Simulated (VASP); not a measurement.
# YAlSe3 (Pm-3m) in VASP: notebook

YAlSe3 is run at these levels: PBE; tasks: single point, relaxation of cell and atoms.

Program: VASP 6.6.1. These are calculated values, not measurements. Logs are shortened: lines on timing, memory, paths and dates and some standing lists are left out, and cuts for length are marked.

### Step 1. The cell of the first run

It takes space group Pm-3m (No. 221, cubic). The conventional cell has a = 4.898 Å, b = 4.898 Å, c = 4.898 Å, α = 90.00°, β = 90.00°, γ = 90.00°. Y (site symmetry m-3m) has 12 Se at 3.46 Å and 8 Al at 4.24 Å within 4.6 Å. Within 3.2 Å of Al (site symmetry m-3m) lie 6 Se at 2.45 Å. Se (site symmetry 4/mmm) has 2 Al at 2.45 Å within 3.2 Å.

### Step 2. Single point, PBE

INCAR reads:

```
SYSTEM = YAlSe3
PREC     = Accurate       ! precision mode
ENCUT    = 520            ! plane-wave cutoff, eV
EDIFF    = 1E-7           ! SCF threshold, eV
ISMEAR   = 0              ! smearing method
SIGMA    = 0.1            ! smearing width, eV
LREAL    = .FALSE.        ! projectors in reciprocal space
LASPH    = .TRUE.         ! aspherical terms in the spheres
NELM     = 60             ! most SCF steps
ALGO     = Normal         ! electronic algorithm
ISIF     = 2              ! what is computed and relaxed
LWAVE    = .FALSE.        ! write WAVECAR
LCHARG   = .FALSE.        ! write CHGCAR
GGA      = PE             ! functional
NBANDS   = 24             ! bands
```

KPOINTS reads:

```
Automatic mesh
0
G
  4 4 4
  0 0 0
```

POSCAR reads:

```
YAlSe3
1.0
    4.8975792776      0.0000000000      0.0000000000
    0.0000000000      4.8975792776      0.0000000000
    0.0000000000      0.0000000000      4.8975792776
Y Al Se
1 1 3
Direct
    0.0000000000      0.0000000000      0.0000000000
    0.5000000000      0.5000000000      0.5000000000
    0.0000000000      0.5000000000      0.5000000000
    0.5000000000      0.0000000000      0.5000000000
    0.5000000000      0.5000000000      0.0000000000
```

Potentials or basis: VASP PAW PBE potentials, release 64 (Y_sv, Al, Se).

Launch:

```bash
$ cat potpaw_PBE.64/Y_sv/POTCAR potpaw_PBE.64/Al/POTCAR potpaw_PBE.64/Se/POTCAR > POTCAR
$ mpirun -np 1 vasp_std > vasp.out
```

OUTCAR:

```text
SYSTEM = YAlSe3
   PREC = Accurate
   ENCUT = 520
   EDIFF = 1E-7
   ISMEAR = 0
   LREAL = .FALSE.
   LASPH = .TRUE.
   NELM = 60
   ISIF = 2
   GGA = PE

 ion  position               nearest neighbor table
   1  0.000  0.000  0.000-   3 3.46   4 3.46   5 3.46   3 3.46   4 3.46   3 3.46   5 3.46   3 3.46
                             4 3.46   5 3.46   4 3.46   5 3.46
   2  0.500  0.500  0.500-   3 2.45   4 2.45   5 2.45   5 2.45   4 2.45   3 2.45
   3  0.000  0.500  0.500-   2 2.45   2 2.45   1 3.46   1 3.46   1 3.46   1 3.46
   4  0.500  0.000  0.500-   2 2.45   2 2.45   1 3.46   1 3.46   1 3.46   1 3.46
   5  0.500  0.500  0.000-   2 2.45   2 2.45   1 3.46   1 3.46   1 3.46   1 3.46

  LATTYP: Found a simple cubic cell.
 ALAT       =     4.8975792776

  Lattice vectors:

 A1 = (   4.8975792776,   0.0000000000,   0.0000000000)
 A2 = (   0.0000000000,   4.8975792776,   0.0000000000)
 A3 = (   0.0000000000,   0.0000000000,   4.8975792776)

Analysis of symmetry for initial positions (statically):
=====================================================================
 Subroutine PRICEL returns:
 Original cell was already a primitive cell.

 Routine SETGRP: Setting up the symmetry group for a
 simple cubic supercell.

 Subroutine GETGRP returns: Found 48 space group operations
 (whereof 48 operations were pure point group operations)
 out of a pool of 48 trial point group operations.

The static configuration has the point symmetry O_h .

Analysis of symmetry for dynamics (positions and initial velocities):
=====================================================================
 Subroutine PRICEL returns:
 Original cell was already a primitive cell.

 Routine SETGRP: Setting up the symmetry group for a
 simple cubic supercell.

 Subroutine GETGRP returns: Found 48 space group operations
 (whereof 48 operations were pure point group operations)
 out of a pool of 48 trial point group operations.

The dynamic configuration has the point symmetry O_h .

 Subroutine INISYM returns: Found 48 space group operations
 (whereof 48 operations are pure point group operations),
 and found     1 'primitive' translations

----------------------------------------------------------------------------------------

                                     Primitive cell

  volume of cell :     117.4747

  direct lattice vectors                    reciprocal lattice vectors
     4.897579278  0.000000000  0.000000000     0.204182504  0.000000000  0.000000000
     0.000000000  4.897579278  0.000000000     0.000000000  0.204182504  0.000000000
     0.000000000  0.000000000  4.897579278     0.000000000  0.000000000  0.204182504

  length of vectors
     4.897579278  4.897579278  4.897579278     0.204182504  0.204182504  0.204182504

  position of ions in fractional coordinates (direct lattice)
     0.000000000  0.000000000  0.000000000
     0.500000000  0.500000000  0.500000000
     0.000000000  0.500000000  0.500000000
     0.500000000  0.000000000  0.500000000
     0.500000000  0.500000000  0.000000000

  ion indices of the primitive-cell ions
   primitive index   ion index
                 1           1
                 2           2
                 3           3
                 4           4
                 5           5

----------------------------------------------------------------------------------------

 KPOINTS: Automatic mesh

Automatic generation of k-mesh.
 Grid dimensions read from file:
 generate k-points for:    4    4    4

 Generating k-lattice:

  Cartesian coordinates                     Fractional coordinates (reciprocal lattice)
     0.051045626  0.000000000  0.000000000     0.250000000  0.000000000  0.000000000
     0.000000000  0.051045626  0.000000000     0.000000000  0.250000000  0.000000000
     0.000000000  0.000000000  0.051045626     0.000000000  0.000000000  0.250000000

  Length of vectors
     0.051045626  0.051045626  0.051045626

  Shift w.r.t. Gamma in fractional coordinates (k-lattice)
     0.000000000  0.000000000  0.000000000

[... 43 lines left out ...]
  volume of cell :      117.47
 maximum number of plane-waves:      3184
   NGX = 19   NGY = 19   NGZ = 19

 number of electron      32.0000003 magnetization

 Free energy of the ion-electron system (eV)
  ---------------------------------------------------
  ext. energy  EPLUGINS =         0.00000000
  ---------------------------------------------------
  free energy    TOTEN  =       -24.66600888 eV

  energy without entropy =      -24.65908558  energy(sigma->0) =      -24.66254723

 E-fermi :   4.6973     XC(G=0):  -9.6868

 val. band max:        4.5891123604   @ k =   0.2500   0.0000   0.0000
 cond. band min:       4.7150498703   @ k =   0.5000   0.5000   0.2500
 fundamental gap:      0.1259375099
 Fermi energy:         4.6972628357

 k-point     1 :       0.0000    0.0000    0.0000
  band No.  band energies     occupation
      1     -40.0169      2.00000
      2     -19.8565      2.00000
      3     -19.8565      2.00000
      4     -19.8565      2.00000
      5      -9.7492      2.00000
      6      -7.3630      2.00000
[... 16 lines left out ...]
     23       6.3935      0.00000
     24      10.3276      0.00000

 k-point     2 :       0.2500    0.0000    0.0000
  band No.  band energies     occupation
      1     -40.0168      2.00000
      2     -19.8619      2.00000
      3     -19.8559      2.00000
      4     -19.8559      2.00000
      5      -9.5111      2.00000
      6      -7.7379      2.00000
[... 16 lines left out ...]
     23       7.9936      0.00000
     24       9.9065      0.00000

 k-point     3 :       0.5000    0.0000    0.0000
  band No.  band energies     occupation
      1     -40.0167      2.00000
      2     -19.8674      2.00000
      3     -19.8554      2.00000
      4     -19.8554      2.00000
      5      -9.1119      2.00000
      6      -8.2686      2.00000
[... 16 lines left out ...]
     23       8.1683      0.00000
     24       8.9452      0.00000
[... 136 lines left out ...]
 k-point     9 :       0.5000    0.5000    0.2500
  band No.  band energies     occupation
      1     -40.0164      2.00000
      2     -19.8645      2.00000
      3     -19.8645      2.00000
      4     -19.8589      2.00000
      5      -8.2835      2.00000
      6      -8.1449      2.00000
[... 16 lines left out ...]
     23       8.7283      0.00000
     24       8.7283      0.00000

 k-point    10 :       0.5000    0.5000    0.5000
  band No.  band energies     occupation
      1     -40.0163      2.00000
      2     -19.8635      2.00000
      3     -19.8635      2.00000
      4     -19.8635      2.00000
      5      -8.1313      2.00000
      6      -8.1313      2.00000
[... 16 lines left out ...]
     23       8.3898      0.00000
     24       8.3898      0.00000

------------------------ aborting loop because EDIFF is reached ----------------------------------------

  FORCE on cell =-STRESS in cart. coord.  units (eV):
  Direction    XX          YY          ZZ          XY          YZ          ZX
  --------------------------------------------------------------------------------------
  -------------------------------------------------------------------------------------
  Total       -0.0675673     -0.0675673     -0.0675673      0.0000000     -0.0000000      0.0000000
  in kB       -0.9215158     -0.9215158     -0.9215158      0.0000000     -0.0000000      0.0000000
  external PRESSURE =      -0.9215158 kB  Pullay stress =       0.0000000 kB

 VOLUME and BASIS-vectors are now :
 -----------------------------------------------------------------------------
  energy-cutoff  :      520.00
  volume of cell :      117.47
      direct lattice vectors                 reciprocal lattice vectors
     4.897579278  0.000000000  0.000000000     0.204182504  0.000000000  0.000000000
     0.000000000  4.897579278  0.000000000     0.000000000  0.204182504  0.000000000
     0.000000000  0.000000000  4.897579278     0.000000000  0.000000000  0.204182504

 POSITION                                       TOTAL-FORCE (eV/Angst)
 -----------------------------------------------------------------------------------
      0.00000      0.00000      0.00000         0.000000      0.000000      0.000000
      2.44879      2.44879      2.44879         0.000000      0.000000      0.000000
      0.00000      2.44879      2.44879         0.000000      0.000000      0.000000
      2.44879      0.00000      2.44879         0.000000      0.000000      0.000000
      2.44879      2.44879      0.00000         0.000000      0.000000      0.000000
 -----------------------------------------------------------------------------------
    total drift:                               -0.000000      0.000000      0.000000

  FREE ENERGIE OF THE ION-ELECTRON SYSTEM (eV)
  ---------------------------------------------------
  free  energy   TOTEN  =       -24.6660088821 eV

  energy  without entropy=      -24.6590855849  energy(sigma->0) =      -24.66254723
```

It used 28 s of CPU time on 1 thread of AMD EPYC 7R13 Processor (Zen 3) (shared host).

What came out:

```yaml
Free_energy: -24.6660 eV
Pressure: -0.1 GPa
Band_gap_on_the_k_mesh: zero (band 16 reaches 4.97 eV, above the bottom of band 17 at 3.88 eV)
```

Levels at points of the mesh, in eV from the Fermi level:
```csv
k point,band 14,band 15,band 16,band 17,band 18,band 19
"(0.00, 0.00, 0.00)",-1.37,-0.82,-0.82,-0.82,0.54,0.54
"(0.50, 0.00, 0.00)",-2.53,-1.42,-1.42,1.13,1.35,2.36
"(0.50, 0.50, 0.00)",-2.58,-1.37,-0.17,1.36,1.38,2.59
"(0.50, 0.50, 0.50)",0.28,0.28,0.28,0.67,1.40,1.40
```

### Step 3. Single point, PBE

This run uses another cell than the first one, of 26.97 Å³/atom, 1.148 times its volume.

INCAR reads:

```
PREC = Accurate
ENCUT = 520
EDIFF = 1E-6
ISMEAR = 0
SIGMA = 0.1
LREAL = False
LASPH = True
NELM = 100
ALGO = Normal
ISIF = 2
LWAVE = False
LCHARG = False
GGA = PE
NBANDS = 24
```

KPOINTS reads:

```
Automatic mesh
0
Gamma
  4 4 4
```

Edit POSCAR of step 2 so:

```diff
@@ -2,5 +2,5 @@
 1.0
-    4.8975792776      0.0000000000      0.0000000000
-    0.0000000000      4.8975792776      0.0000000000
-    0.0000000000      0.0000000000      4.8975792776
+    5.1282109700      0.0000000000      0.0000000000
+    0.0000000000      5.1282109700      0.0000000000
+    0.0000000000      0.0000000000      5.1282109700
 Y Al Se
```

Potentials or basis: VASP PAW PBE potentials, release 64 (Y_sv, Al, Se).

Launch:

```bash
$ cat potpaw_PBE.64/Y_sv/POTCAR potpaw_PBE.64/Al/POTCAR potpaw_PBE.64/Se/POTCAR > POTCAR
$ mpirun -np 1 vasp_std > vasp.out
```

It used 32 s of CPU time on 1 thread of AMD EPYC 7R13 Processor (Zen 3), with other jobs on the host.

Results (log left out):

```
Free energy            : -24.2294 eV
Pressure               : -7.0 GPa
Band gap on the k mesh : zero (band 16 reaches 3.68 eV, above the bottom of band 17 at 2.73 eV)
```

Levels at points of the mesh, in eV from the Fermi level:
```tsv
k point	band 12	band 13	band 14	band 15	band 16	band 17	band 18	band 19	band 20	band 21
(0.00, 0.00, 0.00)	-1.13	-1.13	-1.13	-0.73	-0.73	-0.73	0.62	0.62	0.92	0.94
(0.50, 0.00, 0.00)	-2.18	-2.06	-2.06	-1.19	-1.19	1.09	1.24	2.11	2.21	2.41
(0.50, 0.50, 0.00)	-2.37	-2.21	-2.21	-1.18	-0.13	1.20	1.27	2.17	2.41	2.41
(0.50, 0.50, 0.50)	-1.14	-1.14	0.22	0.22	0.22	0.68	1.20	1.20	1.20	1.56
```

### Step 4. Relaxation of cell and atoms, PBE

This run uses another cell than the first one, of 26.97 Å³/atom, 1.148 times its volume.

INCAR reads:

```
ALGO = Normal ; EDIFF = 1E-6
EDIFFG = -0.04 ; ENCUT = 600
GGA = PE ; IBRION = 2
ISIF = 3 ; ISMEAR = 0
LASPH = T ; LCHARG = F
LREAL = F ; LWAVE = F
NELM = 60 ; NSW = 90
PREC = Accurate ; SIGMA = 0.1
```

KPOINTS reads:

```
k-points
0
Gamma
  4 4 4
```

POSCAR is that of step 3.

Launch:

```bash
$ cat potpaw_PBE.64/Y_sv/POTCAR potpaw_PBE.64/Al/POTCAR potpaw_PBE.64/Se/POTCAR > POTCAR
$ mpirun -np 1 vasp_std > vasp.out
```

It used 87 s of CPU time on 1 thread of AMD EPYC 7R13 Processor (Zen 3), on a shared host.

It converged, with:

```yaml
Free_energy: -24.6667 eV
Relaxed_volume: 23.45 Å³/atom
Relaxed_cell: a = 4.895 Å, b = 4.895 Å, c = 4.895 Å, α = 90.00°, β = 90.00°, γ = 90.00°
Space_group_after_relaxing_to_0.05_Å: Pm-3m (No. 221)
Energy_gained_by_relaxing: 87.5 meV/atom
Ionic_steps: 3
Pressure_after_relaxing: 0.0 GPa
Band_gap_on_the_k_mesh: zero (band 16 reaches 4.99 eV, above the bottom of band 17 at 3.89 eV)
```

Step by step:
| step | energy change (eV) | largest force (eV/Å) | pressure (GPa) | volume (Å³) |
| --- | --- | --- | --- | --- |
| 1 | 0.0000 | 0.0000 | -7.04 | 134.86 |
| 2 | -0.4019 | 0.0000 | 2.76 | 113.03 |
| 3 | -0.4374 | 0.0000 | 0.03 | 117.27 |

Final structure:
```yaml
crystal:
  lattice:
    - [4.89471, 0.00000, 0.00000]
    - [0.00000, 4.89471, 0.00000]
    - [0.00000, 0.00000, 4.89471]
  atoms:
    - { symbol: Y, position: [0.00000, 0.00000, 0.00000] }
    - { symbol: Al, position: [0.50000, 0.50000, 0.50000] }
    - { symbol: Se, position: [0.00000, 0.50000, 0.50000] }
    - { symbol: Se, position: [0.50000, 0.00000, 0.50000] }
    - { symbol: Se, position: [0.50000, 0.50000, 0.00000] }
```

Levels at points of the mesh, in eV from the Fermi level:
```tsv
k point	band 12	band 13	band 14	band 15	band 16	band 17	band 18	band 19	band 20
(0.00, 0.00, 0.00)	-1.40	-1.40	-1.37	-0.82	-0.82	-0.82	0.54	0.54	0.90
(0.50, 0.00, 0.00)	-2.72	-2.54	-2.54	-1.42	-1.42	1.13	1.35	2.36	2.64
(0.50, 0.50, 0.00)	-2.92	-2.59	-2.59	-1.37	-0.17	1.36	1.38	2.60	2.89
(0.50, 0.50, 0.50)	-1.32	-1.32	0.28	0.28	0.28	0.67	1.40	1.40	1.40
```

### Step 5. Single point, PBE

This run uses another cell than the first one, of 23.43 Å³/atom, 0.997 times its volume.

INCAR reads:

```
PREC = Accurate
ENCUT = 520
EDIFF = 1E-6
ISMEAR = 0
SIGMA = 0.1
LREAL = False
LASPH = True
NELM = 100
ALGO = Normal
ISIF = 2
LWAVE = False
LCHARG = False
GGA = PE
NBANDS = 24
```

KPOINTS reads:

```
regular mesh
0
Gamma
  8 8 8
```

Edit POSCAR of step 4 so:

```diff
@@ -2,5 +2,5 @@
 1.0
-    5.1282109700      0.0000000000      0.0000000000
-    0.0000000000      5.1282109700      0.0000000000
-    0.0000000000      0.0000000000      5.1282109700
+    4.8929424122      0.0000000000      0.0000000000
+    0.0000000000      4.8929424122      0.0000000000
+    0.0000000000      0.0000000000      4.8929424122
 Y Al Se
```

Launch:

```bash
$ cat potpaw_PBE.64/Y_sv/POTCAR potpaw_PBE.64/Al/POTCAR potpaw_PBE.64/Se/POTCAR > POTCAR
$ mpirun -np 1 vasp_std > vasp.out
```

It took 1.8 min on 1 thread of AMD EPYC 7R13 (Zen 3), shared host; peak memory 0.25 GiB.

Results (log left out):

| Property | Result |
| --- | --- |
| Free energy | -24.6761 eV |
| Pressure | 0.1 GPa |
| Band gap on the k mesh | zero (band 16 reaches 5.02 eV, above the bottom of band 17 at 3.81 eV) |

Levels at points of the mesh, in eV from the Fermi level:
| k point | band 13 | band 14 | band 15 | band 16 | band 17 | band 18 | band 19 | band 20 |
| --- | --- | --- | --- | --- | --- | --- | --- | --- |
| (0.00, 0.00, 0.00) | -1.34 | -1.34 | -0.76 | -0.76 | -0.76 | 0.61 | 0.61 | 0.96 |
| (0.50, 0.00, 0.00) | -2.48 | -2.48 | -1.36 | -1.36 | 1.20 | 1.41 | 2.40 | 2.71 |
| (0.50, 0.50, 0.00) | -2.53 | -2.53 | -1.33 | -0.10 | 1.43 | 1.45 | 2.67 | 2.96 |
| (0.50, 0.50, 0.50) | -1.28 | 0.35 | 0.35 | 0.35 | 0.73 | 1.47 | 1.47 | 1.47 |

### Step 6. Relaxation of cell and atoms, PBE

INCAR reads:

```
PREC = Accurate
ENCUT = 600
EDIFF = 1E-6
ISMEAR = 0
SIGMA = 0.1
LREAL = False
LASPH = True
NELM = 60
ALGO = Normal
ISIF = 3
LWAVE = False
LCHARG = False
GGA = PE
IBRION = 2
NSW = 100
EDIFFG = -0.01
```

KPOINTS reads:

```
Automatic mesh
0
Gamma
  8 8 8
```

Edit POSCAR of step 5 so:

```diff
@@ -2,5 +2,5 @@
 1.0
-    4.8929424122      0.0000000000      0.0000000000
-    0.0000000000      4.8929424122      0.0000000000
-    0.0000000000      0.0000000000      4.8929424122
+    4.8975792776      0.0000000000      0.0000000000
+    0.0000000000      4.8975792776      0.0000000000
+    0.0000000000      0.0000000000      4.8975792776
 Y Al Se
```

Potentials or basis: VASP PAW PBE potentials, release 64 (Y_sv, Al, Se).

Launch:

```bash
$ cat potpaw_PBE.64/Y_sv/POTCAR potpaw_PBE.64/Al/POTCAR potpaw_PBE.64/Se/POTCAR > POTCAR
$ mpirun -np 1 vasp_std > vasp.out
```

Run time: 2.4 min. Hardware: 1 thread of AMD EPYC 7R13 (Zen 3), shared host; peak memory 0.3 GiB.

It converged, with:

```
Free energy                            : -24.6761 eV
Relaxed volume                         : 23.44 Å³/atom
Relaxed cell                           : a = 4.894 Å, b = 4.894 Å, c = 4.894 Å, α = 90.00°, β = 90.00°, γ = 90.00°
Space group after relaxing (to 0.05 Å) : Pm-3m (No. 221)
Energy gained by relaxing              : 0.0 meV/atom
Ionic steps                            : 2
Pressure after relaxing                : 0.0 GPa
Band gap on the k mesh                 : zero (band 16 reaches 5.01 eV, above the bottom of band 17 at 3.81 eV)
```

Final structure:
```cif
data_structure
_symmetry_space_group_name_H-M 'P 1'
_symmetry_Int_Tables_number 1
_cell_length_a 4.8940
_cell_length_b 4.8940
_cell_length_c 4.8940
_cell_angle_alpha 90.000
_cell_angle_beta 90.000
_cell_angle_gamma 90.000
_cell_volume 117.22
loop_
_atom_site_label
_atom_site_type_symbol
_atom_site_fract_x
_atom_site_fract_y
_atom_site_fract_z
_atom_site_occupancy
Y1 Y 0.00000 0.00000 0.00000 1
Al1 Al 0.50000 0.50000 0.50000 1
Se1 Se 0.00000 0.50000 0.50000 1
Se2 Se 0.50000 0.00000 0.50000 1
Se3 Se 0.50000 0.50000 0.00000 1
```

Levels at points of the mesh, in eV from the Fermi level:
| k point | band 13 | band 14 | band 15 | band 16 | band 17 | band 18 | band 19 | band 20 |
| --- | --- | --- | --- | --- | --- | --- | --- | --- |
| (0.00, 0.00, 0.00) | -1.34 | -1.34 | -0.76 | -0.76 | -0.76 | 0.61 | 0.61 | 0.96 |
| (0.50, 0.00, 0.00) | -2.48 | -2.48 | -1.36 | -1.36 | 1.20 | 1.41 | 2.40 | 2.71 |
| (0.50, 0.50, 0.00) | -2.53 | -2.53 | -1.33 | -0.10 | 1.43 | 1.45 | 2.67 | 2.96 |
| (0.50, 0.50, 0.50) | -1.28 | 0.35 | 0.35 | 0.35 | 0.73 | 1.47 | 1.47 | 1.47 |

### Step 7. The runs side by side

| task | cell | k mesh | cutoff (eV) | gap on the mesh (eV) | pressure (GPa) | relaxed volume (Å³/atom) |
| --- | --- | --- | --- | --- | --- | --- |
| single point | a = 4.898 Å, 5 atoms | 4 × 4 × 4 | 520 | none | -0.1 | - |
| single point | a = 5.128 Å, 5 atoms | 4 × 4 × 4 | 520 | none | -7.0 | - |
| relaxation of cell and atoms | relaxed from a = 5.128 Å, 5 atoms | 4 × 4 × 4 | 600 | none | 0.0 | 23.45 |
| single point | a = 4.893 Å, 5 atoms | 8 × 8 × 8 | 520 | none | 0.1 | - |
| relaxation of cell and atoms | relaxed from a = 4.898 Å, 5 atoms | 8 × 8 × 8 | 600 | none | 0.0 | 23.44 |

Alike in all rows: level PBE; potentials or basis VASP PAW PBE potentials, release 64 (Y_sv, Al, Se); no spin polarisation; smearing gaussian 0.1 eV.

Total energies depend on the potentials used, so only differences within one code and one set of settings carry meaning.
